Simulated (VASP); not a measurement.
# EuS (Fm-3m) in VASP: a series of runs, part 2 of 2

VASP 6.6.1.

## Step 4: Single point, PBE+U, collinear spin, ferromagnetic start

Contents of INCAR:

```
PREC = Accurate
ENCUT = 600
EDIFF = 1E-6
ISMEAR = -1
SIGMA = 0.025
LREAL = F
LASPH = T
NELM = 200
ALGO = Normal
ISIF = 2
LWAVE = F
LCHARG = T
ISPIN = 2
MAGMOM = 9.1 0
LORBIT = 11
LMAXMIX = 6
LDAU = T
LDAUTYPE = 2
LDAUL = 3 -1
LDAUU = 3 0
LDAUJ = 0 0
LDAUPRINT = 1
GGA = PE
LELF = T
LVHAR = T
NBANDS = 22
GGA_COMPAT = F
```

Contents of KPOINTS:

```
Automatic mesh
0
Gamma
  7 7 7
```

Contents of POSCAR:

```
EuS
1.0
    0.0000000000      2.9785000000      2.9785000000
    2.9785000000      0.0000000000      2.9785000000
    2.9785000000      2.9785000000      0.0000000000
Eu S
1 1
Direct
    0.0000000000      0.0000000000      0.0000000000
    0.5000000000      0.5000000000      0.5000000000
```

Potentials or basis: VASP PAW PBE potentials, release 64 (Eu, S).

The run is started by

```
cat potpaw_PBE.64/Eu/POTCAR potpaw_PBE.64/S/POTCAR > POTCAR
mpirun -np 1 vasp_std > vasp.out
```

OUTCAR:

```text
PREC = Accurate
   ENCUT = 600
   EDIFF = 1E-6
   ISMEAR = -1
   LREAL = F
   LASPH = T
   NELM = 200
   ISIF = 2
   ISPIN = 2
   LORBIT = 11
   GGA = PE

 ion  position               nearest neighbor table
   1  0.000  0.000  0.000-   2 2.98   2 2.98   2 2.98   2 2.98   2 2.98   2 2.98
   2  0.500  0.500  0.500-   1 2.98   1 2.98   1 2.98   1 2.98   1 2.98   1 2.98

  LATTYP: Found a face centered cubic cell.
 ALAT       =     5.9570000000

  Lattice vectors:

 A1 = (   0.0000000000,   2.9785000000,   2.9785000000)
 A2 = (   2.9785000000,   0.0000000000,   2.9785000000)
 A3 = (   2.9785000000,   2.9785000000,   0.0000000000)

Analysis of symmetry for initial positions (statically):
=====================================================================
 Subroutine PRICEL returns:
 Original cell was already a primitive cell.

 Routine SETGRP: Setting up the symmetry group for a
 face centered cubic supercell.

 Subroutine GETGRP returns: Found 48 space group operations
 (whereof 48 operations were pure point group operations)
 out of a pool of 48 trial point group operations.

The static configuration has the point symmetry O_h .

Analysis of symmetry for dynamics (positions and initial velocities):
=====================================================================
 Subroutine PRICEL returns:
 Original cell was already a primitive cell.

 Routine SETGRP: Setting up the symmetry group for a
 face centered cubic supercell.

 Subroutine GETGRP returns: Found 48 space group operations
 (whereof 48 operations were pure point group operations)
 out of a pool of 48 trial point group operations.

The dynamic configuration has the point symmetry O_h .

Analysis of structural, dynamic, and magnetic symmetry:
=====================================================================
 Subroutine PRICEL returns:
 Original cell was already a primitive cell.

 Routine SETGRP: Setting up the symmetry group for a
[... 189 lines left out ...]
  ---------------------------------------------------
  free energy    TOTEN  =       -19.45642966 eV

  energy without entropy =      -19.45564279  energy(sigma->0) =      -19.45603623

 E-fermi :   3.8220     XC(G=0):  -9.5899

 val. band max:        3.7853061583   @ k =   0.1429   0.1429   0.0000
 cond. band min:       3.9066668213   @ k =   0.0000   0.0000   0.0000
 fundamental gap:      0.1213606629
 Fermi energy:         3.8219809370

 spin component 1

 k-point     1 :       0.0000    0.0000    0.0000
  band No.  band energies     occupation
      1     -36.7354      1.00000
      2     -15.5470      1.00000
      3     -15.5470      1.00000
      4     -15.5470      1.00000
      5      -9.1716      1.00000
      6       1.4406      1.00000
[... 489 lines left out ...]
     21      11.0052      0.00000
     22      12.3373      0.00000
 Fermi energy:         3.8219809370

 spin component 2

 k-point     1 :       0.0000    0.0000    0.0000
  band No.  band energies     occupation
      1     -33.6169      1.00000
      2     -13.2755      1.00000
      3     -13.2755      1.00000
      4     -13.2755      1.00000
      5      -9.1769      1.00000
      6       1.7060      1.00000
[... 489 lines left out ...]
     21      11.8878      0.00000
     22      13.4092      0.00000

------------------------ aborting loop because EDIFF is reached ----------------------------------------

  FORCE on cell =-STRESS in cart. coord.  units (eV):
  Direction    XX          YY          ZZ          XY          YZ          ZX
  --------------------------------------------------------------------------------------
  -------------------------------------------------------------------------------------
  Total       -0.1943869     -0.1943869     -0.1943869      0.0000000      0.0000000      0.0000000
  in kB       -5.8932479     -5.8932479     -5.8932479      0.0000000      0.0000000      0.0000000
  external PRESSURE =      -5.8932479 kB  Pullay stress =       0.0000000 kB

 VOLUME and BASIS-vectors are now :
 -----------------------------------------------------------------------------
  energy-cutoff  :      600.00
  volume of cell :       52.85
      direct lattice vectors                 reciprocal lattice vectors
     0.000000000  2.978500000  2.978500000    -0.167869733  0.167869733  0.167869733
     2.978500000  0.000000000  2.978500000     0.167869733 -0.167869733  0.167869733
     2.978500000  2.978500000  0.000000000     0.167869733  0.167869733 -0.167869733

 POSITION                                       TOTAL-FORCE (eV/Angst)
 -----------------------------------------------------------------------------------
      0.00000      0.00000      0.00000        -0.000000      0.000000     -0.000000
      2.97850      2.97850      2.97850         0.000000      0.000000      0.000000
 -----------------------------------------------------------------------------------
    total drift:                                0.000000      0.000000      0.000000

  FREE ENERGIE OF THE ION-ELECTRON SYSTEM (eV)
  ---------------------------------------------------
  free  energy   TOTEN  =       -19.4564296634 eV

  energy  without entropy=      -19.4556427924  energy(sigma->0) =      -19.45603623

 total charge

# of ion       s       p       d       f       tot
--------------------------------------------------
    1        2.028   5.775   0.267   6.758  14.829
    2        1.316   2.442   0.000   0.000   3.758
--------------------------------------------------
tot          3.345   8.217   0.267   6.758  18.587

 magnetization (x)

# of ion       s       p       d       f       tot
--------------------------------------------------
    1       -0.015  -0.116   0.064   6.736   6.669
    2       -0.007  -0.063   0.000   0.000  -0.070
--------------------------------------------------
tot         -0.022  -0.179   0.064   6.736   6.600
```

OSZICAR:

```text
N       E                     dE             d eps       ncg     rms          rms(c)
DAV:   1     0.155287036869E+03    0.15529E+03   -0.93924E+03  2452   0.478E+03
DAV:   2     0.932373418598E+01   -0.14596E+03   -0.12646E+03  2378   0.417E+02
DAV:   3    -0.127899848058E+02   -0.22114E+02   -0.21720E+02  2576   0.115E+02
DAV:   4    -0.154222068682E+02   -0.26322E+01   -0.26201E+01  3316   0.269E+01
DAV:   5    -0.155520528808E+02   -0.12985E+00   -0.12975E+00  3024   0.779E+00    0.265E+01
DAV:   6    -0.189503131991E+02   -0.33983E+01   -0.28398E+00  2438   0.205E+01    0.179E+01
DAV:   7    -0.194621693873E+02   -0.51186E+00   -0.28363E+00  2786   0.357E+01    0.113E+01
DAV:   8    -0.194342252933E+02    0.27944E-01   -0.60534E-01  2600   0.130E+01    0.686E+00
DAV:   9    -0.194466844870E+02   -0.12459E-01   -0.63010E-02  3184   0.253E+00    0.584E+00
DAV:  10    -0.194541801596E+02   -0.74957E-02   -0.33114E-02  2752   0.330E+00    0.473E+00
DAV:  11    -0.194557419208E+02   -0.15618E-02   -0.48217E-03  2884   0.105E+00    0.293E+00
DAV:  12    -0.194563372694E+02   -0.59535E-03   -0.10724E-02  2564   0.183E+00    0.450E-01
DAV:  13    -0.194563795311E+02   -0.42262E-04   -0.57984E-04  2920   0.215E-01    0.480E-01
DAV:  14    -0.194563911351E+02   -0.11604E-04   -0.38201E-05  3062   0.474E-02    0.291E-01
DAV:  15    -0.194564090118E+02   -0.17877E-04   -0.78627E-06  2832   0.273E-02    0.111E-01
DAV:  16    -0.194564273242E+02   -0.18312E-04   -0.14682E-05  2294   0.461E-02    0.127E-01
DAV:  17    -0.194564293257E+02   -0.20016E-05   -0.27825E-06  2516   0.193E-02    0.157E-02
DAV:  18    -0.194564296634E+02   -0.33767E-06   -0.55176E-07  1416   0.124E-02
   1 F= -.19456430E+02 E0= -.19456036E+02  d E =-.786871E-03  mag=     7.0000
```

Wall time 2.3 min (1 thread of Intel Xeon Platinum 8488C (Sapphire Rapids), shared host); peak memory 0.27 GiB.

Results:

* Free energy: -19.4564 eV
* Pressure: -0.6 GPa
* Band gap on the k mesh: zero (filled and empty bands overlap)
* Net moment: 7.00 μB per cell
* Site moments: Eu +6.67; S -0.07 μB
* Valence electrons inside the program's atomic spheres: Eu 14.83; S 3.76

Levels at points of the mesh, in eV from the Fermi level:
Spin up:
```csv
k point,band 12,band 13,band 14,band 15,band 16,band 17,band 18,band 19
"(0.00, 0.00, 0.00)",-0.33,0.08,0.08,0.08,1.37,1.67,1.67,1.67
```
Spin down:
| k point | band 6 | band 7 | band 8 | band 9 | band 10 | band 11 |
| --- | --- | --- | --- | --- | --- | --- |
| (0.00, 0.00, 0.00) | -2.12 | -2.12 | -2.12 | 1.90 | 2.37 | 2.37 |

Eigenvalues of the final occupation matrices:
```csv
site,spin,trace,eigenvalues
site 1 f,1,6.75,0.96 0.96 0.96 0.97 0.97 0.97 0.97
site 1 f,2,0.01,0.00 0.00 0.00 0.00 0.00 0.00 0.00
```

Caveat: spin-orbit coupling is left out, which moves the levels of the heavy elements; a cell with one magnetic atom can't hold antiferromagnetic order, which such compounds often take. The state reached can hang on the start; a lower one may exist.

## Step 5: Summary

```csv
smearing,gap on the mesh (eV),pressure (GPa),moment (μB)
fermi-dirac 0.1 eV,none,-0.6,6.99
fermi-dirac 0.05 eV,none,-0.6,7.00
fermi-dirac 0.025 eV,none,-0.6,7.00
```

Alike in all rows: task single point; level PBE+U; potentials or basis VASP PAW PBE potentials, release 64 (Eu, S); spin collinear, ferromagnetic start; Eu f U = 3.0 eV; cell as given; k mesh 7 × 7 × 7; cutoff (eV) 600.

Caveats: spin-orbit coupling is left out, which moves the levels of the heavy elements; a cell with one magnetic atom can't hold antiferromagnetic order, which such compounds often take.

Absolute energies hang on the potentials; compare differences alone.

## Step 6: How close it comes

Step 2. A measured gap of EuS is 1.72 eV (optical; 300 K; powder; “Crystal-field mediated electronic transitions of EuS up to 35 GPa”, 2022, pmc:8786971); the calculated 0.00 eV misses it by -1.72 eV. So large a miss can be the level of theory's own, or it may mean another phase, state or a wrong row. Spin-orbit coupling on Eu is left out. The value is that of PBE+U on a finite k mesh, which can miss the band edges, without temperature or zero-point motion. The run's magnetic order (collinear spin, ferromagnetic start) needn't be the measured crystal's.

Step 3. A measured gap of EuS is 1.72 eV (optical; 300 K; powder; “Crystal-field mediated electronic transitions of EuS up to 35 GPa”, 2022, pmc:8786971); the calculated 0.00 eV misses it by -1.72 eV. So large a miss can be the level of theory's own, or it may mean another phase, state or a wrong row. Spin-orbit coupling on Eu is left out. The value is that of PBE+U on a finite k mesh, which can miss the band edges, without temperature or zero-point motion. The run's magnetic order (collinear spin, ferromagnetic start) needn't be the measured crystal's.

Step 4. A measured gap of EuS is 1.72 eV (optical; 300 K; powder; “Crystal-field mediated electronic transitions of EuS up to 35 GPa”, 2022, pmc:8786971); the calculated 0.00 eV misses it by -1.72 eV. So large a miss can be the level of theory's own, or it may mean another phase, state or a wrong row. Spin-orbit coupling on Eu is left out. The value is that of PBE+U on a finite k mesh, which can miss the band edges, without temperature or zero-point motion. The run's magnetic order (collinear spin, ferromagnetic start) needn't be the measured crystal's.
